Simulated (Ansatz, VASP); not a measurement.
## One calculation of GaN, two programs

Contents of INCAR:

```
SYSTEM = GaN
PREC = Accurate
ENCUT = 520
EDIFF = 1E-7
ISMEAR = 0
SIGMA = 0.05
LREAL = .False.
LASPH = .True.
NELM = 80
ALGO = Normal
ISIF = 2
LWAVE = .False.
LCHARG = .False.
GGA = PE
NBANDS = 26
```

Contents of KPOINTS:

```
regular mesh
0
Gamma
  12 12 6
  0 0 0
```

File POSCAR:

```
GaN
1.0
    3.2184289164      0.0000000000      0.0000000000
   -1.6092144582      2.7872412019      0.0000000000
    0.0000000000      0.0000000000      5.2430304702
Ga N
2 2
Direct
    0.3333333333      0.6666666667      0.9991316875
    0.6666666667      0.3333333333      0.4991316875
    0.3841633586      0.6920816793      0.3664700918
    0.6666666667      0.3333333333      0.8758683125
```

Input for Ansatz:

```yaml
crystal:
  lattice:
    - [3.2184289164, 0.0, 0.0]
    - [-1.6092144582, 2.7872412019, 0.0]
    - [0.0, 0.0, 5.2430304702]
  atoms:
    - { symbol: Ga, position: [0.3333333333, 0.6666666667, 0.9991316875] }
    - { symbol: Ga, position: [0.6666666667, 0.3333333333, 0.4991316875] }
    - { symbol: "N", position: [0.3841633586, 0.6920816793, 0.3664700918] }
    - { symbol: "N", position: [0.6666666667, 0.3333333333, 0.8758683125] }
basis:
  ecutwfc: 420
kpoints:
  mp_grid: { grid: [12, 12, 6] }
hamiltonian:
  xc: pbe
scf:
  occupations: { method: gaussian, width: 0.05 }
output:
  forces: true
  stress: true
  eigenvalues: true
```

Alike in both runs: task single point; functional PBE; k mesh 12 × 12 × 6; occupations gaussian, width 0.05 eV; no spin polarisation.

```csv
,VASP,Ansatz
version,VASP 6.6.1,Ansatz 0.2.0
potentials or method,"VASP PAW PBE potentials, release 64 (Ga_d, N), cutoff 520 eV","scalar-relativistic, plane waves, PAW"
valence electrons in the cell,36,36
```

VASP gave:

* gap on the k mesh at the Fermi level (eV): 1.58
* least direct gap on the mesh (eV): 1.58
* pressure (GPa): 0.9
* traceless stress, the component that is largest in VASP (GPa): -2.63
* rms of the force components (eV/Å): 0.503

Problem. Estimate Ansatz's values.

Solution. gap on the k mesh at the Fermi level (eV): 1.57; least direct gap on the mesh (eV): 1.57; pressure (GPa): 0.8; traceless stress, the component that is largest in VASP (GPa): -2.66; rms of the force components (eV/Å): 0.508.

Atom by atom the forces differ by 0.005 eV/Å (rms over components). The functional is the same, so the differences come from potentials, cutoffs and numerics.
